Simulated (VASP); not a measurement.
# BAs in VASP: a series of runs, part 2 of 2

VASP 6.6.1. The steps go on from the part before.

## Step 4: Electric field gradients, LDA

This run uses another cell than the first one, of 13.63 Å³/atom, 0.961 times its volume.

INCAR

```
SYSTEM = BAs
PREC = Accurate
ENCUT = 520
EDIFF = 1E-8
ISMEAR = -1
SIGMA = 0.03
LREAL = .False.
LASPH = .True.
NELM = 80
ALGO = Normal
ISIF = 2
LWAVE = .False.
LCHARG = .False.
LEFG = .True.
NBANDS = 11
```

KPOINTS

```
regular mesh
0
Gamma
  15 15 15
  0 0 0
```

POSCAR

```
BAs
1.0
    0.0000000000      2.3885000000      2.3885000000
    2.3885000000      0.0000000000      2.3885000000
    2.3885000000      2.3885000000      0.0000000000
B As
1 1
Direct
    0.0000000000      0.0000000000      0.0000000000
    0.7500000000      0.7500000000      0.7500000000
```

Potentials or basis: VASP PAW LDA potentials, release 64 (B, As).

Launch:

```console
$ cat potpaw_LDA.64/B/POTCAR potpaw_LDA.64/As/POTCAR > POTCAR
$ mpirun -np 1 vasp_std > vasp.out
```

OUTCAR:

```text
SYSTEM = BAs
   PREC = Accurate
   ENCUT = 520
   EDIFF = 1E-8
   ISMEAR = -1
   LREAL = .False.
   LASPH = .True.
   NELM = 80
   ISIF = 2

 ion  position               nearest neighbor table
   1  0.000  0.000  0.000-   2 2.07   2 2.07   2 2.07   2 2.07
   2  0.750  0.750  0.750-   1 2.07   1 2.07   1 2.07   1 2.07

  LATTYP: Found a face centered cubic cell.
 ALAT       =     4.7770000000

  Lattice vectors:

 A1 = (   0.0000000000,   2.3885000000,   2.3885000000)
 A2 = (   2.3885000000,   0.0000000000,   2.3885000000)
 A3 = (   2.3885000000,   2.3885000000,   0.0000000000)

Analysis of symmetry for initial positions (statically):
=====================================================================
 Subroutine PRICEL returns:
 Original cell was already a primitive cell.

 Routine SETGRP: Setting up the symmetry group for a
 face centered cubic supercell.

 Subroutine GETGRP returns: Found 24 space group operations
 (whereof 24 operations were pure point group operations)
 out of a pool of 48 trial point group operations.

The static configuration has the point symmetry T_d .

Analysis of symmetry for dynamics (positions and initial velocities):
=====================================================================
 Subroutine PRICEL returns:
 Original cell was already a primitive cell.

 Routine SETGRP: Setting up the symmetry group for a
 face centered cubic supercell.

 Subroutine GETGRP returns: Found 24 space group operations
 (whereof 24 operations were pure point group operations)
 out of a pool of 48 trial point group operations.

The dynamic configuration has the point symmetry T_d .

 Subroutine INISYM returns: Found 24 space group operations
 (whereof 24 operations are pure point group operations),
 and found     1 'primitive' translations

----------------------------------------------------------------------------------------

                                     Primitive cell

  volume of cell :      27.2525

  direct lattice vectors                    reciprocal lattice vectors
     0.000000000  2.388500000  2.388500000    -0.209336404  0.209336404  0.209336404
     2.388500000  0.000000000  2.388500000     0.209336404 -0.209336404  0.209336404
     2.388500000  2.388500000  0.000000000     0.209336404  0.209336404 -0.209336404

  length of vectors
     3.377849094  3.377849094  3.377849094     0.362581287  0.362581287  0.362581287

  position of ions in fractional coordinates (direct lattice)
     0.000000000  0.000000000  0.000000000
     0.750000000  0.750000000  0.750000000

  ion indices of the primitive-cell ions
   primitive index   ion index
                 1           1
                 2           2

----------------------------------------------------------------------------------------

 KPOINTS: regular mesh

Automatic generation of k-mesh.
 Grid dimensions read from file:
 generate k-points for:   15   15   15

 Generating k-lattice:
[... 71 lines left out ...]
   TEBEG  =    0.0;   TEEND  =   0.0 temperature during run
   PSTRESS=    0.0 pullay stress
   NELECT =       8.0000    total number of electrons
   NUPDOWN=      -1.0000    fix difference up-down
   EMIN   =  10.00;   EMAX   =-10.00  energy-range for DOS
   EFERMI =   0.00;   METHOD = LEGACY
   ISMEAR =    -1;   SIGMA  =   0.03  broadening in eV -4-tet -1-fermi 0-gaus
   EFERMI_NEDOS =   21; number of points for ismear=-14 and -15
   IALGO  =     38    algorithm
   IMIX   =      4    mixing-type and parameters
     AMIX     =   0.40;   BMIX     =  1.00
     AMIX_MAG =   1.60;   BMIX_MAG =  1.00
  volume/ion in A,a.u.               =      13.63        91.95
  Fermi-wavevector in a.u.,A,eV,Ry     =   1.088018  2.056057 16.106360  1.183784
  Thomas-Fermi vector in A             =   2.224191
   LORBIT       =      0    0 simple, 1 ext, 2 COOP (PROOUT), +10 PAW based schemes
   GGA     = CA    functional components
   LHFCALC =     F    Hartree Fock is set to
   AEXX    =    0.0000 exact exchange contribution
   IVDW    =     0    specifies the selected vdW correction
   LEPSILON=     F    determine dielectric tensor
   LRPA    =     F    only Hartree local field effects (RPA)
 non-spin polarized calculation
  energy-cutoff  :      520.00
  volume of cell :       27.25
 maximum number of plane-waves:       751
 NGX is ok and might be reduce to    28
   NGX = 13   NGY = 13   NGZ = 13

 number of electron       8.0000000 magnetization

 Free energy of the ion-electron system (eV)
  ---------------------------------------------------
  ext. energy  EPLUGINS =         0.00000000
  ---------------------------------------------------
  free energy    TOTEN  =       -12.92127749 eV

  energy without entropy =      -12.92127749  energy(sigma->0) =      -12.92127749

 E-fermi :   6.6965     XC(G=0): -10.7840

 val. band max:        6.1566448978   @ k =   0.0000   0.0000   0.0000
 cond. band min:       7.2788604874   @ k =   0.4000   0.4000   0.0000
 fundamental gap:      1.1222155896
 Fermi energy:         6.6965223841

 k-point     1 :       0.0000    0.0000    0.0000
  band No.  band energies     occupation
      1      -9.2198      2.00000
      2       6.1566      2.00000
      3       6.1566      2.00000
      4       6.1566      2.00000
      5       9.4060      0.00000
      6       9.4060      0.00000
      7       9.4060      0.00000
      8      10.8492      0.00000
      9      15.5133      0.00000
     10      19.1895      0.00000
     11      19.1895      0.00000
[... 309 lines left out ...]
 k-point    24 :       0.2000    0.1333    0.0000
  band No.  band energies     occupation
      1      -8.5695      2.00000
      2       3.3536      2.00000
      3       4.4640      2.00000
      4       4.6859      2.00000
      5       8.6179      0.00000
      6      11.2327      0.00000
      7      11.7032      0.00000
      8      12.2315      0.00000
      9      15.9477      0.00000
     10      17.7924      0.00000
     11      19.3990      0.00000

 [... further k-points ...]
[... 5 lines left out ...]
  --------------------------------------------------------------------------------------
  -------------------------------------------------------------------------------------
  Total       -0.5247495     -0.5247495     -0.5247495     -0.0000000     -0.0000000      0.0000000
  in kB      -30.8501190    -30.8501190    -30.8501190     -0.0000000     -0.0000000      0.0000000
  external PRESSURE =     -30.8501190 kB  Pullay stress =       0.0000000 kB

 VOLUME and BASIS-vectors are now :
 -----------------------------------------------------------------------------
  energy-cutoff  :      520.00
  volume of cell :       27.25
      direct lattice vectors                 reciprocal lattice vectors
     0.000000000  2.388500000  2.388500000    -0.209336404  0.209336404  0.209336404
     2.388500000  0.000000000  2.388500000     0.209336404 -0.209336404  0.209336404
     2.388500000  2.388500000  0.000000000     0.209336404  0.209336404 -0.209336404

 POSITION                                       TOTAL-FORCE (eV/Angst)
 -----------------------------------------------------------------------------------
      0.00000      0.00000      0.00000        -0.000000      0.000000      0.000000
      3.58275      3.58275      3.58275         0.000000     -0.000000     -0.000000
 -----------------------------------------------------------------------------------
    total drift:                                0.000000      0.000000      0.000000

  FREE ENERGIE OF THE ION-ELECTRON SYSTEM (eV)
  ---------------------------------------------------
  free  energy   TOTEN  =       -12.9212774884 eV

  energy  without entropy=      -12.9212774883  energy(sigma->0) =      -12.92127749

 Electric field gradients (V/A^2)
---------------------------------------------------------------------
 ion       V_xx      V_yy      V_zz      V_xy      V_xz      V_yz
---------------------------------------------------------------------
   1       0.000    -0.000     0.000     0.000     0.000     0.000
   2       0.000     0.000    -0.000     0.000     0.000     0.000
---------------------------------------------------------------------

 Electric field gradients after diagonalization (V/A^2)
 (convention: |V_zz| > |V_xx| > |V_yy|)
----------------------------------------------------------------------
 ion       V_xx      V_yy      V_zz     asymmetry (V_yy - V_xx)/ V_zz
----------------------------------------------------------------------
   1      -0.000    -0.000     0.000       0.000
   2      -0.000    -0.000     0.000       0.000
----------------------------------------------------------------------

           NMR quadrupolar parameters

 Cq : quadrupolar parameter    Cq=e*Q*V_zz/h
 eta: asymmetry parameters     (V_yy - V_xx)/ V_zz
 Q  : nuclear electric quadrupole moment in mb (millibarn)
----------------------------------------------------------------------
 ion       Cq(MHz)       eta       Q (mb)
----------------------------------------------------------------------
   1       0.000       0.000       1.000
   2       0.000       0.000       1.000
----------------------------------------------------------------------
```

stdout:

```text
POSCAR found type information on POSCAR B As
 POSCAR found :  2 types and       2 ions
 scaLAPACK will be used
 LDA part: xc-table for (Slater(with rela. corr.)+CA(PZ))
 , standard interpolation
 POSCAR, INCAR and KPOINTS ok, starting setup
 FFT: planning ... GRIDC
 FFT: planning ... GRID_SOFT
 FFT: planning ... GRID
 WAVECAR not read
 entering main loop
ion   1

ion   2
```

Run time: 26 s. Hardware: 1 thread of Intel Xeon Platinum 8488C (Sapphire Rapids), shared host; peak memory 0.16 GiB.

What came out:

| Quantity | Value |
| --- | --- |
| Free energy | -12.9213 eV |
| Pressure | -3.1 GPa |
| Band gap on the k mesh | 1.12 eV, indirect (least direct gap 3.25 eV) |

Levels at points of the mesh, in eV from the valence-band top:
```
           k point  band 1  band 2  band 3  band 4  band 5  band 6  band 7  band 8
(0.00, 0.00, 0.00)  -15.38    0.00    0.00    0.00    3.25    3.25    3.25    4.69
```

Caveat: without QUAD_EFG the Cq values of the log hold for a quadrupole moment of 1 mb, not for the nuclei. A k mesh can miss the band edges.

## Step 5: Electric field gradients, r2SCAN

This run uses another cell than the first one, of 13.63 Å³/atom, 0.961 times its volume.

POSCAR is that of step 4.

INCAR.step1

```
PREC = Accurate ; ENCUT = 520
ISMEAR = -1 ; SIGMA = 0.03
LREAL = False ; LASPH = True
NELM = 60 ; NBANDS = 11
GGA = PE ; ALGO = Normal
EDIFF = 1E-4 ; LWAVE = True
LCHARG = False
```

INCAR.step2

```
PREC = Accurate ; ENCUT = 520
EDIFF = 1E-8 ; ISMEAR = -1
SIGMA = 0.03 ; LREAL = False
LASPH = True ; NELM = 60
ALGO = Normal ; ISIF = 2
LWAVE = False ; LCHARG = False
METAGGA = R2SCAN ; LMIXTAU = True
LEFG = True ; NBANDS = 11
ISTART = 1
```

KPOINTS

```
regular mesh
0
Gamma
  15 15 15
```

Potentials or basis: VASP PAW PBE potentials, release 64 (B, As).

Launch:

```console
$ cat potpaw_PBE.64/B/POTCAR potpaw_PBE.64/As/POTCAR > POTCAR
$ cp INCAR.step1 INCAR
$ mpirun -np 1 vasp_std > vasp.out
$ cp INCAR.step2 INCAR
$ mpirun -np 1 vasp_std > vasp.out
```

OUTCAR:

```text
PREC = Accurate
   ENCUT = 520
   EDIFF = 1E-8
   ISMEAR = -1
   LREAL = False
   LASPH = True
   NELM = 60
   ISIF = 2
   METAGGA = R2SCAN
   ISTART = 1

 ion  position               nearest neighbor table
   1  0.000  0.000  0.000-   2 2.07   2 2.07   2 2.07   2 2.07
   2  0.750  0.750  0.750-   1 2.07   1 2.07   1 2.07   1 2.07

  LATTYP: Found a face centered cubic cell.
 ALAT       =     4.7770000000

  Lattice vectors:

 A1 = (   0.0000000000,   2.3885000000,   2.3885000000)
 A2 = (   2.3885000000,   0.0000000000,   2.3885000000)
 A3 = (   2.3885000000,   2.3885000000,   0.0000000000)

Analysis of symmetry for initial positions (statically):
=====================================================================
 Subroutine PRICEL returns:
 Original cell was already a primitive cell.

 Routine SETGRP: Setting up the symmetry group for a
 face centered cubic supercell.

 Subroutine GETGRP returns: Found 24 space group operations
[... 523 lines left out ...]
  volume of cell :       27.25
      direct lattice vectors                 reciprocal lattice vectors
     0.000000000  2.388500000  2.388500000    -0.209336404  0.209336404  0.209336404
     2.388500000  0.000000000  2.388500000     0.209336404 -0.209336404  0.209336404
     2.388500000  2.388500000  0.000000000     0.209336404  0.209336404 -0.209336404

 POSITION                                       TOTAL-FORCE (eV/Angst)
 -----------------------------------------------------------------------------------
      0.00000      0.00000      0.00000         0.000000     -0.000000      0.000000
      3.58275      3.58275      3.58275        -0.000000      0.000000     -0.000000
 -----------------------------------------------------------------------------------
    total drift:                                0.000000      0.000000      0.000000

  FREE ENERGIE OF THE ION-ELECTRON SYSTEM (eV)
  ---------------------------------------------------
  free  energy   TOTEN  =       -22.2560351293 eV

  energy  without entropy=      -22.2560351293  energy(sigma->0) =      -22.25603513

 Electric field gradients (V/A^2)
---------------------------------------------------------------------
 ion       V_xx      V_yy      V_zz      V_xy      V_xz      V_yz
---------------------------------------------------------------------
   1      -0.000    -0.000     0.000    -0.000    -0.000    -0.000
   2      -0.000     0.000     0.000     0.000     0.000     0.000
---------------------------------------------------------------------

 Electric field gradients after diagonalization (V/A^2)
 (convention: |V_zz| > |V_xx| > |V_yy|)
----------------------------------------------------------------------
 ion       V_xx      V_yy      V_zz     asymmetry (V_yy - V_xx)/ V_zz
----------------------------------------------------------------------
   1       0.000     0.000    -0.000       0.000
   2      -0.000    -0.000     0.000       0.000
----------------------------------------------------------------------

           NMR quadrupolar parameters

 Cq : quadrupolar parameter    Cq=e*Q*V_zz/h
 eta: asymmetry parameters     (V_yy - V_xx)/ V_zz
 Q  : nuclear electric quadrupole moment in mb (millibarn)
----------------------------------------------------------------------
 ion       Cq(MHz)       eta       Q (mb)
----------------------------------------------------------------------
   1      -0.000       0.000       1.000
   2       0.000       0.000       1.000
----------------------------------------------------------------------
```

Wall time 2.1 min (1 thread of Intel Xeon Platinum 8488C (Sapphire Rapids), shared host); peak memory 0.18 GiB.

Results:

* Free energy: -22.2560 eV
* Pressure: 0.9 GPa
* Band gap on the k mesh: 1.37 eV, indirect (least direct gap 3.45 eV)

Caveat: without QUAD_EFG the Cq values of the log hold for a quadrupole moment of 1 mb, not for the nuclei; the PAW data sets were made with another functional, which shifts forces and pressure a little. r2SCAN opens gaps a little over a GGA but as a rule still falls short of measured ones.

## Step 6: Summary

```tsv
level	potentials or basis	cell	gap on the mesh (eV)	pressure (GPa)
PBE	VASP PAW PBE potentials, release 64 (B, As)	a = 3.412, b = 3.412, c = 3.445 Å, angles 59.7, 59.7, 60.7°, 2 atoms	0.93	-1.9
PBE+D4	VASP PAW PBE potentials, release 64 (B, As)	a = 3.412, b = 3.412, c = 3.445 Å, angles 59.7, 59.7, 60.7°, 2 atoms	0.93	-5.9
LDA	VASP PAW LDA potentials, release 64 (B, As)	a = 3.378 Å, angles 60.0°, 2 atoms	1.12	-3.1
r2SCAN	VASP PAW PBE potentials, release 64 (B, As)	a = 3.378 Å, angles 60.0°, 2 atoms	1.37	0.9
```

Alike in all rows: task electric field gradients; no spin polarisation; k mesh 15 × 15 × 15; cutoff (eV) 520; smearing fermi-dirac 0.03 eV.

Caveats: the PAW data sets were made with another functional, which shifts forces and pressure a little (some runs).

Total energies depend on the potentials used, so only differences within one code and one set of settings carry meaning.
